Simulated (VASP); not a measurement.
# Zr (P6_3/mmc) in VASP: single point with LDA

Aim: the single point of Zr with LDA.

All numbers are computed with VASP 6.6.1; they aren't measurements. Logs are shortened: lines on timing, memory, paths and dates and some standing lists are left out, and cuts for length are marked.

### Step 1. The cell of the first run

Symmetry: P6_3/mmc, No. 194, hexagonal system. The conventional cell has a = 3.232 Å, b = 3.232 Å, c = 5.147 Å, α = 90.00°, β = 90.00°, γ = 120.00°. Zr (site symmetry -6m2) has 12 Zr at 3.18 to 3.23 Å within 4.2 Å.

### Step 2. Single point, LDA

File INCAR:

```
SYSTEM = Zr
PREC     = Accurate       ! precision mode
ENCUT    = 520            ! plane-wave cutoff, eV
EDIFF    = 1E-6           ! SCF threshold, eV
ISMEAR   = 0              ! smearing method
SIGMA    = 0.15           ! smearing width, eV
LREAL    = .False.        ! projectors in reciprocal space
LASPH    = .True.         ! aspherical terms in the spheres
NELM     = 100            ! most SCF steps
ALGO     = Fast           ! electronic algorithm
ISIF     = 2              ! what is computed and relaxed
LWAVE    = .False.        ! write WAVECAR
LCHARG   = .False.        ! write CHGCAR
NBANDS   = 19             ! bands
```

File KPOINTS:

```
Automatic mesh
0
Gamma
  18 18 10
  0 0 0
```

File POSCAR:

```
Zr
1.0
    3.2319982225      0.0000000000      0.0000000000
   -1.6159991112      2.7989925657      0.0000000000
    0.0000000000      0.0000000000      5.1470000000
Zr
2
Direct
    0.3333333333      0.6666666667      0.2500000000
    0.6666666667      0.3333333333      0.7500000000
```

Potentials or basis: VASP PAW LDA potentials, release 64 (Zr_sv).

Started as:

```console
cat potpaw_LDA.64/Zr_sv/POTCAR > POTCAR
mpirun -np 1 vasp_std > vasp.out
```

OUTCAR:

```text
SYSTEM = Zr
   PREC = Accurate
   ENCUT = 520
   EDIFF = 1E-6
   ISMEAR = 0
   LREAL = .False.
   LASPH = .True.
   NELM = 100
   ISIF = 2

 ion  position               nearest neighbor table
   1  0.333  0.667  0.250-   2 3.18   2 3.18   2 3.18   2 3.18   2 3.18   2 3.18
   2  0.667  0.333  0.750-   1 3.18   1 3.18   1 3.18   1 3.18   1 3.18   1 3.18

  LATTYP: Found a hexagonal cell.
 ALAT       =     3.2319982225
 C/A-ratio  =     1.5925132521

  Lattice vectors:

 A1 = (   3.2319982225,   0.0000000000,   0.0000000000)
 A2 = (  -1.6159991112,   2.7989925657,   0.0000000000)
 A3 = (   0.0000000000,   0.0000000000,   5.1470000000)

Analysis of symmetry for initial positions (statically):
=====================================================================
 Subroutine PRICEL returns:
 Original cell was already a primitive cell.

 Routine SETGRP: Setting up the symmetry group for a
 hexagonal supercell.

 Subroutine GETGRP returns: Found 24 space group operations
 (whereof 12 operations were pure point group operations)
 out of a pool of 24 trial point group operations.

The static configuration has the point symmetry D_3d.
 The point group associated with its full space group is D_6h.

Analysis of symmetry for dynamics (positions and initial velocities):
=====================================================================
 Subroutine PRICEL returns:
 Original cell was already a primitive cell.

 Routine SETGRP: Setting up the symmetry group for a
 hexagonal supercell.

 Subroutine GETGRP returns: Found 24 space group operations
 (whereof 12 operations were pure point group operations)
 out of a pool of 24 trial point group operations.

The dynamic configuration has the point symmetry D_3d.
 The point group associated with its full space group is D_6h.

 Subroutine INISYM returns: Found 24 space group operations
 (whereof 12 operations are pure point group operations),
 and found     1 'primitive' translations

----------------------------------------------------------------------------------------

                                     Primitive cell

  volume of cell :      46.5615

  direct lattice vectors                    reciprocal lattice vectors
     3.231998223  0.000000000  0.000000000     0.309406111  0.178635701  0.000000000
    -1.615999111  2.798992566  0.000000000     0.000000000  0.357271403  0.000000000
     0.000000000  0.000000000  5.147000000     0.000000000  0.000000000  0.194287935

  length of vectors
     3.231998223  3.231998222  5.147000000     0.357271403  0.357271403  0.194287935

  position of ions in fractional coordinates (direct lattice)
     0.333333333  0.666666667  0.250000000
     0.666666667  0.333333333  0.750000000

  ion indices of the primitive-cell ions
   primitive index   ion index
                 1           1
                 2           2

----------------------------------------------------------------------------------------

 KPOINTS: Automatic mesh

Automatic generation of k-mesh.
 Grid dimensions read from file:
 generate k-points for:   18   18   10

 Generating k-lattice:

  Cartesian coordinates                     Fractional coordinates (reciprocal lattice)
     0.017189228  0.009924206  0.000000000     0.055555556  0.000000000  0.000000000
     0.000000000  0.019848411  0.000000000     0.000000000  0.055555556  0.000000000
     0.000000000  0.000000000  0.019428793     0.000000000  0.000000000  0.100000000

  Length of vectors
     0.019848411  0.019848411  0.019428793

  Shift w.r.t. Gamma in fractional coordinates (k-lattice)
     0.000000000  0.000000000  0.000000000

 Subroutine IBZKPT returns following result:
 ===========================================

 Found    222 irreducible k-points:

 Following reciprocal coordinates:
            Coordinates               Weight
  0.000000  0.000000  0.000000      1.000000
  0.055556 -0.000000  0.000000      6.000000
  0.111111 -0.000000  0.000000      6.000000
  0.166667 -0.000000  0.000000      6.000000
  0.222222  0.000000  0.000000      6.000000
  0.277778  0.000000  0.000000      6.000000
[... 16 lines left out ...]
  0.333333  0.111111  0.000000     12.000000
  0.388889  0.111111  0.000000     12.000000
 [... further k-points ...]
   k-points           NKPTS =    222   k-points in BZ     NKDIM =    222   number of bands    NBANDS=     19
   number of dos      NEDOS =    301   number of ions     NIONS =      2
   total plane-waves  NPLWV =  23040
   dimension x,y,z NGX =    24 NGY =   24 NGZ =   40
   dimension x,y,z NGXF=    48 NGYF=   48 NGZF=   80
   ions per type =               2
   NGX,Y,Z   is equivalent  to a cutoff of  12.35, 12.35, 12.92 a.u.
   NGXF,Y,Z  is equivalent  to a cutoff of  24.69, 24.69, 25.84 a.u.
 SYSTEM =  Zr
   PREC   = accura    normal or accurate (medium, high low for compatibility)
   ISTART =      0    job   : 0-new  1-cont  2-samecut
   ICHARG =      2    charge: 1-file 2-atom 10-const
   ISPIN  =      1    spin polarized calculation?
   LNONCOLLINEAR =      F non collinear calculations
   LSORBIT =      F    spin-orbit coupling
   LASPH  =      T    aspherical Exc in radial PAW
   ENCUT  =  520.0 eV  38.22 Ry    6.18 a.u.   6.01  6.01  9.57*2*pi/ulx,y,z
   NELM   =    100;   NELMIN=  2; NELMDL= -5     # of ELM steps
   EDIFF  = 0.1E-05   stopping-criterion for ELM
   LREAL  =      F    real-space projection
   EDIFFG = 0.1E-04   stopping-criterion for IOM
   NSW    =      0    number of steps for IOM
   IBRION =     -1    ionic relax: 0-MD 1-quasi-New 2-CG
   NFREE  =      0    steps in history (QN), initial steepest desc. (CG)
   ISIF   =      2    stress and relaxation
   ISYM   =      2    0-nonsym 1-usesym 2-fastsym
   POTIM  = 0.5000    time-step for ionic-motion
   TEBEG  =    0.0;   TEEND  =   0.0 temperature during run
   PSTRESS=    0.0 pullay stress
   NELECT =      24.0000    total number of electrons
   NUPDOWN=      -1.0000    fix difference up-down
   EMIN   =  10.00;   EMAX   =-10.00  energy-range for DOS
   EFERMI =   0.00;   METHOD = LEGACY
   ISMEAR =     0;   SIGMA  =   0.15  broadening in eV -4-tet -1-fermi 0-gaus
   EFERMI_NEDOS =   21; number of points for ismear=-14 and -15
   IALGO  =     68    algorithm
   IMIX   =      4    mixing-type and parameters
     AMIX     =   0.40;   BMIX     =  1.00
     AMIX_MAG =   1.60;   BMIX_MAG =  1.00
  volume/ion in A,a.u.               =      23.28       157.11
  Fermi-wavevector in a.u.,A,eV,Ry     =   1.312612  2.480476 23.442147  1.722949
  Thomas-Fermi vector in A             =   2.442992
   LORBIT       =      0    0 simple, 1 ext, 2 COOP (PROOUT), +10 PAW based schemes
   GGA     = CA    functional components
   LHFCALC =     F    Hartree Fock is set to
   AEXX    =    0.0000 exact exchange contribution
   IVDW    =     0    specifies the selected vdW correction
   LEPSILON=     F    determine dielectric tensor
   LRPA    =     F    only Hartree local field effects (RPA)
 non-spin polarized calculation
 RMM-DIIS sequential band-by-band and
 Gauss-broadening in eV      SIGMA  =   0.15
  energy-cutoff  :      520.00
  volume of cell :       46.56
 maximum number of plane-waves:      1284
   NGX = 13   NGY = 13   NGZ = 19

 number of electron      24.0000000 magnetization

 Free energy of the ion-electron system (eV)
  ---------------------------------------------------
  ext. energy  EPLUGINS =         0.00000000
  ---------------------------------------------------
  free energy    TOTEN  =       -18.53784527 eV

  energy without entropy =      -18.51379258  energy(sigma->0) =      -18.52581892

 E-fermi :   8.7887     XC(G=0): -11.2950

 val. band max:        8.7823851786   @ k =   0.2778   0.2222   0.5000
 cond. band min:       8.7901688378   @ k =   0.3333   0.3333   0.5000
 fundamental gap:      0.0077836591
 Fermi energy:         8.7886806183

 k-point     1 :       0.0000    0.0000    0.0000
  band No.  band energies     occupation
      1     -39.7676      2.00000
      2     -39.6088      2.00000
      3     -18.4455      2.00000
      4     -17.5608      2.00000
      5     -17.5608      2.00000
      6     -17.4197      2.00000
[... 11 lines left out ...]
     18      10.8802      0.00000
     19      13.1967      0.00000

 k-point     2 :       0.0556   -0.0000    0.0000
  band No.  band energies     occupation
      1     -39.7640      2.00000
      2     -39.6073      2.00000
      3     -18.4359      2.00000
      4     -17.5823      2.00000
      5     -17.5679      2.00000
      6     -17.4387      2.00000
[... 11 lines left out ...]
     18      10.8025      0.00000
     19      13.2580      0.00000

 k-point     3 :       0.1111   -0.0000    0.0000
  band No.  band energies     occupation
      1     -39.7534      2.00000
      2     -39.6030      2.00000
      3     -18.4075      2.00000
      4     -17.6441      2.00000
      5     -17.5880      2.00000
      6     -17.5023      2.00000
[... 11 lines left out ...]
     18      10.6105      0.00000
     19      13.4003      0.00000

 k-point     4 :       0.1667   -0.0000    0.0000
  band No.  band energies     occupation
      1     -39.7370      2.00000
      2     -39.5968      2.00000
      3     -18.3622      2.00000
      4     -17.7387      2.00000
      5     -17.6178      2.00000
      6     -17.5975      2.00000
[... 11 lines left out ...]
     18      10.9733      0.00000
     19      13.5753      0.00000

 k-point     5 :       0.2222    0.0000    0.0000
  band No.  band energies     occupation
      1     -39.7161      2.00000
      2     -39.5896      2.00000
      3     -18.3026      2.00000
      4     -17.8545      2.00000
      5     -17.7106      2.00000
      6     -17.6532      2.00000
[... 11 lines left out ...]
     18      11.4579      0.00000
     19      13.7381      0.00000
[... 334 lines left out ...]
      2     -39.5811      2.00000
      3     -18.2100      2.00000
      4     -17.9726      2.00000
      5     -17.8842      2.00000
      6     -17.6878      2.00000
[... 11 lines left out ...]
     18      12.5369      0.00000
     19      13.7434      0.00000

 k-point    22 :       0.2778    0.1111    0.0000
  band No.  band energies     occupation
      1     -39.6632      2.00000
      2     -39.5769      2.00000
      3     -18.1368      2.00000
      4     -18.0796      2.00000
      5     -17.9579      2.00000
      6     -17.7402      2.00000
[... 11 lines left out ...]
     18      13.2604      0.00000
     19      13.8055      0.00000

 k-point    23 :       0.3333    0.1111    0.0000
  band No.  band energies     occupation
      1     -39.6431      2.00000
      2     -39.5753      2.00000
      3     -18.1665      2.00000
      4     -18.0653      2.00000
      5     -18.0169      2.00000
      6     -17.7824      2.00000
[... 11 lines left out ...]
     18      13.8456      0.00000
     19      13.9984      0.00000

 k-point    24 :       0.3889    0.1111    0.0000
  band No.  band energies     occupation
      1     -39.6283      2.00000
      2     -39.5760      2.00000
      3     -18.2228      2.00000
      4     -18.0553      2.00000
      5     -18.0074      2.00000
      6     -17.8095      2.00000
[... 11 lines left out ...]
     18      13.8670      0.00000
     19      14.6663      0.00000

 [... further k-points ...]
[... 5 lines left out ...]
  --------------------------------------------------------------------------------------
  -------------------------------------------------------------------------------------
  Total       -1.7978232     -1.7978232     -1.6454102     -0.0000000      0.0000000      0.0000000
  in kB      -61.8629368    -61.8629368    -56.6184177     -0.0000000      0.0000000      0.0000000
  external PRESSURE =     -60.1147638 kB  Pullay stress =       0.0000000 kB

 VOLUME and BASIS-vectors are now :
 -----------------------------------------------------------------------------
  energy-cutoff  :      520.00
  volume of cell :       46.56
      direct lattice vectors                 reciprocal lattice vectors
     3.231998223  0.000000000  0.000000000     0.309406111  0.178635701  0.000000000
    -1.615999111  2.798992566  0.000000000     0.000000000  0.357271403  0.000000000
     0.000000000  0.000000000  5.147000000     0.000000000  0.000000000  0.194287935

 POSITION                                       TOTAL-FORCE (eV/Angst)
 -----------------------------------------------------------------------------------
     -0.00000      1.86600      1.28675        -0.000000     -0.000000      0.000000
      1.61600      0.93300      3.86025         0.000000      0.000000      0.000000
 -----------------------------------------------------------------------------------
    total drift:                               -0.000000      0.000000     -0.000000

  FREE ENERGIE OF THE ION-ELECTRON SYSTEM (eV)
  ---------------------------------------------------
  free  energy   TOTEN  =       -18.5378452725 eV

  energy  without entropy=      -18.5137925765  energy(sigma->0) =      -18.52581892
```

Wall time 83 s (1 thread of Intel Xeon 6975P-C (Granite Rapids), shared host); peak memory 0.26 GiB.

Results:

| Item | Value |
| --- | --- |
| Free energy | -18.5378 eV |
| Pressure | -6.0 GPa |
| Band gap on the k mesh | zero (band 12 reaches 9.70 eV, above the bottom of band 13 at 8.55 eV) |

Stress tensor (GPa, compression positive):
```
-6.19  0.00  0.00
 0.00 -6.19  0.00
 0.00  0.00 -5.66
```
